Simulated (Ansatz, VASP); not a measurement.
**Al in VASP and in Ansatz**

INCAR

```
PREC     = Accurate       # precision mode
ENCUT    = 520            # plane-wave cutoff, eV
EDIFF    = 1E-6           # SCF threshold, eV
ISMEAR   = 0              # smearing method
SIGMA    = 0.15           # smearing width, eV
LREAL    = F              # projectors in reciprocal space
LASPH    = T              # aspherical terms in the spheres
NELM     = 100            # most SCF steps
ALGO     = Normal         # electronic algorithm
ISIF     = 2              # what is computed and relaxed
LWAVE    = F              # write WAVECAR
LCHARG   = F              # write CHGCAR
GGA      = PE             # functional
IVDW     = 12             # dispersion correction
NBANDS   = 14             # bands
```

The input KPOINTS:

```
regular mesh
0
Gamma
  18 18 6
```

POSCAR

```
Al
1.0
    2.8297408021      0.0000000000      0.0000000000
   -1.4148704010      2.4506274207      0.0000000000
    0.0000000000      0.0000000000      8.9977268284
Al
4
Direct
    0.0000000000      0.0000000000      0.0000000000
    0.3333333333      0.6666666667      0.2500000000
    0.0000000000      0.0000000000      0.5000000000
    0.6666666667      0.3333333333      0.7500000000
```

Input for Ansatz:

```yaml
crystal:
  lattice:
    - [2.8297408021, 0.0, 0.0]
    - [-1.414870401, 2.4506274207, 0.0]
    - [0.0, 0.0, 8.9977268284]
  atoms:
    - { symbol: Al, position: [0.0, 0.0, 0.0] }
    - { symbol: Al, position: [0.3333333333, 0.6666666667, 0.25] }
    - { symbol: Al, position: [0.0, 0.0, 0.5] }
    - { symbol: Al, position: [0.6666666667, 0.3333333333, 0.75] }
basis:
  ecutwfc: 420
kpoints:
  mp_grid: { grid: [18, 18, 6] }
hamiltonian:
  xc: pbe
  dispersion: d3bj
scf:
  occupations: { method: gaussian, width: 0.15 }
output:
  forces: true
  stress: true
  eigenvalues: true
  write_density: true
  write_potential: true
  elf: true
  volumetric_format: npy
```

Alike in both runs: task single point; functional PBE; dispersion D3(BJ); k mesh 18 × 18 × 6; occupations gaussian, width 0.15 eV; no spin polarisation.

|  | VASP | Ansatz |
| --- | --- | --- |
| version | VASP 6.6.1 | Ansatz 0.2.0 |
| potentials or method | VASP PAW PBE potentials, release 64 (Al), cutoff 520 eV | scalar-relativistic, plane waves, PAW |
| valence electrons in the cell | 12 | 12 |

Ansatz gave:

```
gap on the k mesh at the Fermi level (eV)                     : none
pressure (GPa)                                                : 1.5
traceless stress, the component that is largest in VASP (GPa) : 2.24
```

Question: Estimate VASP's values.

Answer: gap on the k mesh at the Fermi level (eV): none; pressure (GPa): 1.4; traceless stress, the component that is largest in VASP (GPa): 2.24.

A gap of «none» marks a metal or a gap that the smearing closes.
